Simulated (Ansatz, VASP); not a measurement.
**One calculation of Sn4CO5, two programs**

Contents of INCAR:

```
SYSTEM = Sn4CO5
ALGO = Normal
DIPOL = 0.5 0.5 0.314
EDIFF = 1E-6
ENCUT = 520
GGA = PE
IDIPOL = 3
ISIF = 2
ISMEAR = 0
IVDW = 12
LASPH = .True.
LCHARG = .False.
LDIPOL = .True.
LREAL = .False.
LWAVE = .False.
NBANDS = 56
NELM = 60
PREC = Accurate
SIGMA = 0.1
```

Contents of KPOINTS:

```
k-points
0
Gamma
  7 5 1
  0 0 0
```

File POSCAR:

```
Sn4CO5
1.0
    3.8363720907      0.0000000000      0.0000000000
    0.0000000000      6.1139356269      0.0000000000
    0.0000000000      0.0000000000     23.5716647277
O Sn C
5 4 1
Direct
    0.0000000000      0.3937311019      0.1696952696
    0.5000000000      0.5905966528      0.2330578881
    0.0000000000      0.7891442682      0.2961091540
    0.5000000000      0.9914786557      0.3572791665
    0.5000000000      1.2414786557      0.4887930004
    0.5000000000      0.2462583270      0.2005207373
    0.0000000000      0.7380694276      0.2022324204
    0.5000000000      0.6484830792      0.3298598435
    0.0000000000      0.1189669824      0.3265941608
    0.5000000000      1.2414786557      0.5375803904
```

Input for Ansatz:

```yaml
crystal:
  lattice:
    - [3.8363720907, 0.0, 0.0]
    - [0.0, 6.1139356269, 0.0]
    - [0.0, 0.0, 23.5716647277]
  atoms:
    - { symbol: O, position: [0.0, 0.3937311019, 0.1696952696] }
    - { symbol: Sn, position: [0.5, 0.246258327, 0.2005207373] }
    - { symbol: Sn, position: [0.0, 0.7380694276, 0.2022324204] }
    - { symbol: O, position: [0.5, 0.5905966528, 0.2330578881] }
    - { symbol: O, position: [0.0, 0.7891442682, 0.296109154] }
    - { symbol: Sn, position: [0.5, 0.6484830792, 0.3298598435] }
    - { symbol: Sn, position: [0.0, 0.1189669824, 0.3265941608] }
    - { symbol: O, position: [0.5, 0.9914786557, 0.3572791665] }
    - { symbol: O, position: [0.5, 1.2414786557, 0.4887930004] }
    - { symbol: C, position: [0.5, 1.2414786557, 0.5375803904] }
basis:
  ecutwfc: 420
kpoints:
  mp_grid: { grid: [7, 5, 1] }
hamiltonian:
  xc: pbe
  pseudopotentials: { kind: paw, azcp: { folder: soft_1 } }
  dispersion: d3bj
scf:
  occupations: { method: gaussian, width: 0.1 }
output:
  forces: true
  eigenvalues: true
efield:
  axis: 3
  dipole_correction: true
  ramp_width: 0.04
```

Alike in both runs: task single point; functional PBE; dispersion D3(BJ); k mesh 7 × 5 × 1; occupations gaussian, width 0.1 eV; no spin polarisation.

|  | VASP | Ansatz |
| --- | --- | --- |
| version | VASP 6.6.1 | Ansatz 0.2.0 |
| potentials or method | VASP PAW PBE potentials, release 64 (O, Sn_d, C), cutoff 520 eV | scalar-relativistic, plane waves, PAW |
| valence electrons in the cell | 90 | 90 |

```tsv
	VASP	Ansatz	Ansatz less VASP
gap on the k mesh at the Fermi level (eV)	0.90	0.92	+0.014
least direct gap on the mesh (eV)	0.95	0.97	+0.016
rms of the force components (eV/Å)	0.363	0.511	+0.1484
```

Noted on VASP's run: the standard files for N, O and F lose accuracy on very short bonds.
